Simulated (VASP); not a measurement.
# SnO2 (I4_1/amd) in VASP: single point with PBE

Aim: the single point of SnO2 with PBE.

All numbers are computed with VASP 6.6.1; they aren't measurements. Logs are shortened: lines on timing, memory, paths and dates and some standing lists are left out, and cuts for length are marked.

## (1) The cell of the first run

Symmetry: I4_1/amd, No. 141, tetragonal system. Conventional cell: a = 3.999 Å, b = 3.999 Å, c = 10.203 Å, α = 90.00°, β = 90.00°, γ = 90.00°. Sn (site symmetry -4m2) has 6 O at 2.05 to 2.08 Å within 2.7 Å. O (site symmetry 2mm) has 3 Sn at 2.05 to 2.08 Å and 2 O at 2.56 Å within 2.7 Å.

## (2) Single point, PBE

Input file INCAR:

```
SYSTEM = SnO2
ALGO = Normal ; EDIFF = 1E-6
ENCUT = 520 ; GGA = PE
ISIF = 2 ; ISMEAR = 0
LASPH = .TRUE. ; LCHARG = .FALSE.
LREAL = .FALSE. ; LWAVE = .FALSE.
NBANDS = 35 ; NELM = 80
PREC = Accurate ; SIGMA = 0.01
```

Input file KPOINTS:

```
k-points
0
G
  6 6 6
  0 0 0
```

Input file POSCAR:

```
SnO2
1.0
   -1.9996377243      1.9996377243      5.1012500209
    1.9996377243     -1.9996377243      5.1012500209
    1.9996377243      1.9996377243     -5.1012500209
Sn O
2 4
Direct
    0.7500000000      0.2500000000      0.5000000000
    0.0000000000      0.0000000000      0.0000000000
    0.7963395984      0.7963395984      0.0000000000
    0.9536604016      0.4536604016      0.5000000000
    0.2036604016      0.2036604016      0.0000000000
    0.5463395984      0.0463395984      0.5000000000
```

Potentials or basis: VASP PAW PBE potentials, release 64 (Sn_d, O).

On the command line:

```console
cat potpaw_PBE.64/Sn_d/POTCAR potpaw_PBE.64/O/POTCAR > POTCAR
mpirun -np 1 vasp_std > vasp.out
```

OUTCAR:

```text
SYSTEM = SnO2
   EDIFF = 1E-6
   ENCUT = 520
   GGA = PE
   ISIF = 2
   ISMEAR = 0
   LASPH = .TRUE.
   LREAL = .FALSE.
   NELM = 80
   PREC = Accurate

 ion  position               nearest neighbor table
   1  0.750  0.250  0.500-   3 2.05   5 2.05   3 2.05   5 2.05   4 2.08   6 2.08   2 3.24   2 3.24
                             2 3.24   2 3.24
   2  0.000  0.000  0.000-   6 2.05   4 2.05   6 2.05   4 2.05   3 2.08   5 2.08   1 3.24   1 3.24
                             1 3.24   1 3.24
   3  0.796  0.796  0.000-   1 2.05   1 2.05   2 2.08
   4  0.954  0.454  0.500-   2 2.05   2 2.05   1 2.08
   5  0.204  0.204  0.000-   1 2.05   1 2.05   2 2.08
   6  0.546  0.046  0.500-   2 2.05   2 2.05   1 2.08

  LATTYP: Found a body centered tetragonal cell.
 ALAT       =     3.9992754486
 C/A-ratio  =     2.5510871089

  Lattice vectors:

 A1 = (  -1.9996377243,   1.9996377243,   5.1012500209)
 A2 = (   1.9996377243,  -1.9996377243,   5.1012500209)
 A3 = (   1.9996377243,   1.9996377243,  -5.1012500209)

Analysis of symmetry for initial positions (statically):
=====================================================================
 Subroutine PRICEL returns:
 Original cell was already a primitive cell.

 Routine SETGRP: Setting up the symmetry group for a
 body centered tetragonal supercell.

 Subroutine GETGRP returns: Found 16 space group operations
 (whereof  8 operations were pure point group operations)
 out of a pool of 16 trial point group operations.

The static configuration has the point symmetry D_2d.
 The point group associated with its full space group is D_4h.

Analysis of symmetry for dynamics (positions and initial velocities):
=====================================================================
 Subroutine PRICEL returns:
 Original cell was already a primitive cell.

 Routine SETGRP: Setting up the symmetry group for a
 body centered tetragonal supercell.

 Subroutine GETGRP returns: Found 16 space group operations
 (whereof  8 operations were pure point group operations)
 out of a pool of 16 trial point group operations.

The dynamic configuration has the point symmetry D_2d.
 The point group associated with its full space group is D_4h.

 Subroutine INISYM returns: Found 16 space group operations
 (whereof  8 operations are pure point group operations),
 and found     1 'primitive' translations

----------------------------------------------------------------------------------------

                                     Primitive cell

  volume of cell :      81.5904

  direct lattice vectors                    reciprocal lattice vectors
    -1.999637724  1.999637724  5.101250021     0.000000000  0.250045293  0.098015192
     1.999637724 -1.999637724  5.101250021     0.250045293  0.000000000  0.098015192
     1.999637724  1.999637724 -5.101250021     0.250045293  0.250045293  0.000000000

  length of vectors
     5.832654098  5.832654098  5.832654098     0.268569593  0.268569593  0.353617444

  position of ions in fractional coordinates (direct lattice)
     0.750000000  0.250000000  0.500000000
     0.000000000  0.000000000  0.000000000
     0.796339598  0.796339598  0.000000000
     0.953660402  0.453660402  0.500000000
     0.203660402  0.203660402  0.000000000
     0.546339598  0.046339598  0.500000000

  ion indices of the primitive-cell ions
   primitive index   ion index
                 1           1
                 2           2
                 3           3
                 4           4
                 5           5
                 6           6

----------------------------------------------------------------------------------------

 KPOINTS: k-points

Automatic generation of k-mesh.
 Grid dimensions read from file:
 generate k-points for:    6    6    6

 Generating k-lattice:

  Cartesian coordinates                     Fractional coordinates (reciprocal lattice)
     0.000000000  0.041674215  0.016335865     0.166666667 -0.000000000  0.000000000
     0.041674215  0.000000000  0.016335865    -0.000000000  0.166666667  0.000000000
     0.041674215  0.041674215  0.000000000     0.000000000  0.000000000  0.166666667

  Length of vectors
     0.044761599  0.044761599  0.058936241

  Shift w.r.t. Gamma in fractional coordinates (k-lattice)
     0.000000000  0.000000000  0.000000000

 Subroutine IBZKPT returns following result:
 ===========================================

 Found     30 irreducible k-points:

 Following reciprocal coordinates:
            Coordinates               Weight
  0.000000  0.000000  0.000000      1.000000
  0.166667 -0.000000  0.000000      8.000000
  0.333333 -0.000000  0.000000      8.000000
  0.500000 -0.000000  0.000000      4.000000
  0.166667  0.166667  0.000000      8.000000
  0.333333  0.166667  0.000000     16.000000
[... 16 lines left out ...]
 -0.333333 -0.333333  0.166667      8.000000
 -0.166667 -0.333333  0.166667      8.000000
 [... further k-points ...]
   k-points           NKPTS =     30   k-points in BZ     NKDIM =     30   number of bands    NBANDS=     35
   number of dos      NEDOS =    301   number of ions     NIONS =      6
   total plane-waves  NPLWV = 110592
   dimension x,y,z NGX =    48 NGY =   48 NGZ =   48
   dimension x,y,z NGXF=    96 NGYF=   96 NGZF=   96
   ions per type =               2   4
   NGX,Y,Z   is equivalent  to a cutoff of  13.68, 13.68, 13.68 a.u.
   NGXF,Y,Z  is equivalent  to a cutoff of  27.36, 27.36, 27.36 a.u.
 SYSTEM =  SnO2
   PREC   = accura    normal or accurate (medium, high low for compatibility)
   ISTART =      0    job   : 0-new  1-cont  2-samecut
   ICHARG =      2    charge: 1-file 2-atom 10-const
   ISPIN  =      1    spin polarized calculation?
   LNONCOLLINEAR =      F non collinear calculations
   LSORBIT =      F    spin-orbit coupling
   LASPH  =      T    aspherical Exc in radial PAW
   ENCUT  =  520.0 eV  38.22 Ry    6.18 a.u.  10.84 10.84 10.84*2*pi/ulx,y,z
   NELM   =     80;   NELMIN=  2; NELMDL= -5     # of ELM steps
   EDIFF  = 0.1E-05   stopping-criterion for ELM
   LREAL  =      F    real-space projection
   EDIFFG = 0.1E-04   stopping-criterion for IOM
   NSW    =      0    number of steps for IOM
   IBRION =     -1    ionic relax: 0-MD 1-quasi-New 2-CG
   NFREE  =      0    steps in history (QN), initial steepest desc. (CG)
   ISIF   =      2    stress and relaxation
   ISYM   =      2    0-nonsym 1-usesym 2-fastsym
   POTIM  = 0.5000    time-step for ionic-motion
   TEBEG  =    0.0;   TEEND  =   0.0 temperature during run
   PSTRESS=    0.0 pullay stress
   NELECT =      52.0000    total number of electrons
   NUPDOWN=      -1.0000    fix difference up-down
   EMIN   =  10.00;   EMAX   =-10.00  energy-range for DOS
   EFERMI =   0.00;   METHOD = LEGACY
   ISMEAR =     0;   SIGMA  =   0.01  broadening in eV -4-tet -1-fermi 0-gaus
   EFERMI_NEDOS =   21; number of points for ismear=-14 and -15
   IALGO  =     38    algorithm
   IMIX   =      4    mixing-type and parameters
     AMIX     =   0.40;   BMIX     =  1.00
     AMIX_MAG =   1.60;   BMIX_MAG =  1.00
  volume/ion in A,a.u.               =      13.60        91.77
  Fermi-wavevector in a.u.,A,eV,Ry     =   1.408844  2.662329 27.005402  1.984841
  Thomas-Fermi vector in A             =   2.530960
   LORBIT       =      0    0 simple, 1 ext, 2 COOP (PROOUT), +10 PAW based schemes
   GGA     = PE    functional components
   LHFCALC =     F    Hartree Fock is set to
   AEXX    =    0.0000 exact exchange contribution
   IVDW    =     0    specifies the selected vdW correction
   LEPSILON=     F    determine dielectric tensor
   LRPA    =     F    only Hartree local field effects (RPA)
 non-spin polarized calculation
 Gauss-broadening in eV      SIGMA  =   0.01
  energy-cutoff  :      520.00
  volume of cell :       81.59
 maximum number of plane-waves:      2242
 NGX is ok and might be reduce to    48
   NGX = 21   NGY = 21   NGZ = 21

 number of electron      52.0000004 magnetization

 Free energy of the ion-electron system (eV)
  ---------------------------------------------------
  ext. energy  EPLUGINS =         0.00000000
  ---------------------------------------------------
  free energy    TOTEN  =       -36.88506667 eV

  energy without entropy =      -36.88506667  energy(sigma->0) =      -36.88506667

 E-fermi :   4.1570     XC(G=0): -10.3144

 val. band max:        4.0907686139   @ k =   0.3333   0.3333   0.1667
 cond. band min:       5.7974209327   @ k =   0.0000   0.0000   0.0000
 fundamental gap:      1.7066523187
 Fermi energy:         4.1569726762

 k-point     1 :       0.0000    0.0000    0.0000
  band No.  band energies     occupation
      1     -16.3166      2.00000
      2     -16.2915      2.00000
      3     -16.1549      2.00000
      4     -15.5813      2.00000
      5     -15.4802      2.00000
      6     -15.4802      2.00000
[... 27 lines left out ...]
     34      16.5642      0.00000
     35      16.5995      0.00000

 k-point     2 :       0.1667   -0.0000    0.0000
  band No.  band energies     occupation
      1     -16.3434      2.00000
      2     -16.1856      2.00000
      3     -16.1055      2.00000
      4     -15.5935      2.00000
      5     -15.4865      2.00000
      6     -15.4745      2.00000
[... 27 lines left out ...]
     34      15.7849      0.00000
     35      16.1243      0.00000

 k-point     3 :       0.3333   -0.0000    0.0000
  band No.  band energies     occupation
      1     -16.3405      2.00000
      2     -16.1139      2.00000
      3     -15.9131      2.00000
      4     -15.6201      2.00000
      5     -15.4977      2.00000
      6     -15.4616      2.00000
[... 27 lines left out ...]
     34      15.5430      0.00000
     35      16.1215      0.00000
[... 723 lines left out ...]
 k-point    23 :      -0.3333   -0.3333    0.1667
  band No.  band energies     occupation
      1     -16.3944      2.00000
      2     -16.2817      2.00000
      3     -15.8338      2.00000
      4     -15.5484      2.00000
      5     -15.4835      2.00000
      6     -15.4648      2.00000
[... 27 lines left out ...]
     34      15.9616      0.00000
     35      16.7419      0.00000

 k-point    24 :      -0.1667   -0.3333    0.1667
  band No.  band energies     occupation
      1     -16.4299      2.00000
      2     -16.2647      2.00000
      3     -15.9683      2.00000
      4     -15.5079      2.00000
      5     -15.5032      2.00000
      6     -15.4848      2.00000
[... 27 lines left out ...]
     34      16.1441      0.00000
     35      16.2260      0.00000

 [... further k-points ...]

------------------------ aborting loop because EDIFF is reached ----------------------------------------

  FORCE on cell =-STRESS in cart. coord.  units (eV):
  Direction    XX          YY          ZZ          XY          YZ          ZX
  --------------------------------------------------------------------------------------
  -------------------------------------------------------------------------------------
  Total        3.6607319      3.6607319      3.9497106      0.0000000      0.0000000      0.0000000
  in kB       71.8851640     71.8851640     77.5597874      0.0000000      0.0000000      0.0000000
  external PRESSURE =      73.7767051 kB  Pullay stress =       0.0000000 kB

 VOLUME and BASIS-vectors are now :
 -----------------------------------------------------------------------------
  energy-cutoff  :      520.00
  volume of cell :       81.59
      direct lattice vectors                 reciprocal lattice vectors
    -1.999637724  1.999637724  5.101250021     0.000000000  0.250045293  0.098015192
     1.999637724 -1.999637724  5.101250021     0.250045293  0.000000000  0.098015192
     1.999637724  1.999637724 -5.101250021     0.250045293  0.250045293  0.000000000

 POSITION                                       TOTAL-FORCE (eV/Angst)
 -----------------------------------------------------------------------------------
      0.00000      1.99964      2.55063         0.000000      0.000000     -0.000000
      0.00000      0.00000      0.00000         0.000000      0.000000      0.000000
      0.00000      0.00000      8.12465        -0.000000      0.000000     -0.119662
      0.00000      1.99964      4.62847         0.000000     -0.000000      0.119662
      0.00000      0.00000      2.07785        -0.000000      0.000000      0.119662
      0.00000      1.99964      0.47278         0.000000     -0.000000     -0.119662
 -----------------------------------------------------------------------------------
    total drift:                                0.000000     -0.000000     -0.000000

  FREE ENERGIE OF THE ION-ELECTRON SYSTEM (eV)
  ---------------------------------------------------
  free  energy   TOTEN  =       -36.8850666683 eV

  energy  without entropy=      -36.8850666683  energy(sigma->0) =      -36.88506667
```

Run time: 69 s. Hardware: 1 thread of Intel Xeon 6975P-C (Granite Rapids), shared host; peak memory 0.33 GiB.

What came out:

```
Free energy            : -36.8851 eV
Pressure               : 7.4 GPa
Largest force          : 0.120 eV/Å
Band gap on the k mesh : 1.71 eV, indirect (least direct gap 2.09 eV)
```

Forces on the atoms (eV/Å):
```
Sn   0.000  0.000  0.000
Sn   0.000  0.000  0.000
O    0.000  0.000 -0.120
O    0.000  0.000  0.120
O    0.000  0.000  0.120
O    0.000  0.000 -0.120
```

Caveat: spin-orbit coupling is left out, which moves the levels of the heavy elements. As with any semilocal functional, this PBE gap is likely too small.
